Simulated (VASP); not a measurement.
AlGaN: single point with PBE

Crystal: AlGaN.

```
Al Ga N
1.0
     3.97322    0.00000    0.00000
     0.00000    3.97322    0.00000
     0.00000    0.00000    3.51487
Al Ga N
1 1 1
Direct
  0.00000 0.00000 0.00000
  0.50000 0.50000 0.00000
  0.00000 0.00000 0.50000
```

The cell was built from a structure type or drawn by symmetry, and may not be a known phase.

```
Program                : VASP 6.6.1
Task                   : single point
Functional             : PBE
Potentials or basis    : VASP PAW PBE potentials, release 64 (Al, Ga_d, N)
Cutoff                 : 520 eV
k mesh                 : 4 × 4 × 6
Occupations            : gaussian, width 0.1 eV
Spin                   : no spin polarisation
Dipole correction      : no
Further INCAR settings : ALGO = Normal; EDIFF = 1e-07; NBANDS = 18
```

* Pressure: -0.2 GPa
* Band gap on the k mesh: zero (an odd number of electrons rules out a gap without spin polarisation)

Stress tensor (GPa, compression positive):
```
-0.40  0.00  0.00
 0.00 -0.40  0.00
 0.00  0.00  0.16
```

Levels at points of the mesh, in eV from the Fermi level:
```
           k point  band 7  band 8  band 9  band 10  band 11  band 12  band 13  band 14
(0.00, 0.00, 0.00)   -6.74   -4.07   -2.60    -2.60     3.17     3.17     3.39     3.90
(0.50, 0.00, 0.00)   -7.15   -3.93   -2.39    -2.01    -0.75     2.19     4.85     5.74
(0.50, 0.50, 0.00)   -5.45   -4.43   -4.43    -3.86     1.71     1.87     1.87     5.97
(0.00, 0.00, 0.50)   -8.17   -3.07   -1.48    -1.48    -0.32     1.30     1.30     5.45
(0.50, 0.00, 0.50)   -6.79   -5.43   -3.11    -1.37     0.37     2.04     3.23     4.21
(0.50, 0.50, 0.50)   -6.10   -4.09   -2.24    -2.24    -1.73    -1.73     0.45     4.73
```

Run time: 13 s on 1 thread of Intel(R) Xeon(R) 6975P-C (Granite Rapids) (shared host), peak memory 0.17 GiB.

Caveat: the k points lie up to 0.40 Å⁻¹ apart, too coarse for converged energies and pressures of a metal.
